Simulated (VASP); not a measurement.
Set up this calculation in VASP 6.6.1, as the native input.

```
Task                   : single point
Functional             : r2SCAN
Potentials or basis    : VASP PAW PBE potentials, release 64 (Cs_sv, H)
Cutoff                 : 520 eV
k mesh                 : 6 × 6 × 6
Occupations            : gaussian, width 0.05 eV
Spin                   : no spin polarisation
Dipole correction      : no
Further INCAR settings : ALGO = Normal; EDIFF = 1e-06; NBANDS = 12
```

CsH:

```
Cs H
1.0
     0.13947    3.18800    3.18800
     3.18800    0.13947    3.18800
     3.32748    3.32748    0.00000
Cs H
1 1
Cartesian
  0.0000 0.0000 0.0000
  3.3275 3.3275 3.1880
```

This cell differs from its parent crystal: strain +0.0875 x Voigt [0, 0, 0, 0, 0, 1].

The input as run:

POSCAR

```
CsH
1.0
    0.1394750000      3.1880000000      3.1880000000
    3.1880000000      0.1394750000      3.1880000000
    3.3274750000      3.3274750000      0.0000000000
Cs H
1 1
Direct
    0.0000000000      0.0000000000      0.0000000000
    0.5000000000      0.5000000000      0.5000000000
```

INCAR.step1

```
SYSTEM = CsH
ALGO = Normal
EDIFF = 1E-4
ENCUT = 520
GGA = PE
ISMEAR = 0
LASPH = .TRUE.
LCHARG = .FALSE.
LREAL = .FALSE.
LWAVE = .TRUE.
NBANDS = 12
NELM = 100
PREC = Accurate
SIGMA = 0.05
```

INCAR.step2

```
SYSTEM = CsH
ALGO = Normal
EDIFF = 1E-6
ENCUT = 520
ISIF = 2
ISMEAR = 0
ISTART = 1
LASPH = .TRUE.
LCHARG = .FALSE.
LMIXTAU = .TRUE.
LREAL = .FALSE.
LWAVE = .FALSE.
METAGGA = R2SCAN
NBANDS = 12
NELM = 100
PREC = Accurate
SIGMA = 0.05
```

KPOINTS

```
k-points
0
G
  6 6 6
  0 0 0
```

Potentials or basis: VASP PAW PBE potentials, release 64 (Cs_sv, H).

Run with:

```sh
$ cat potpaw_PBE.64/Cs_sv/POTCAR potpaw_PBE.64/H/POTCAR > POTCAR
$ cp INCAR.step1 INCAR
$ mpirun -np 1 vasp_std > vasp.out
$ cp INCAR.step2 INCAR
$ mpirun -np 1 vasp_std > vasp.out
```

Results of the run:

```yaml
Pressure: 0.0 GPa
Band_gap_on_the_k_mesh: 2.64 eV (least direct gap 2.64 eV)
```

Caveat: the cell differs from its parent crystal (strain +0.0875 x Voigt [0, 0, 0, 0, 0, 1]); the PAW data sets were made with another functional, which shifts forces and pressure a little; spin-orbit coupling is left out, which moves the levels of the heavy elements.

Wall time 83 s on 1 thread of Intel(R) Xeon(R) Platinum 8488C (Sapphire Rapids) (shared host), peak memory 0.23 GiB.
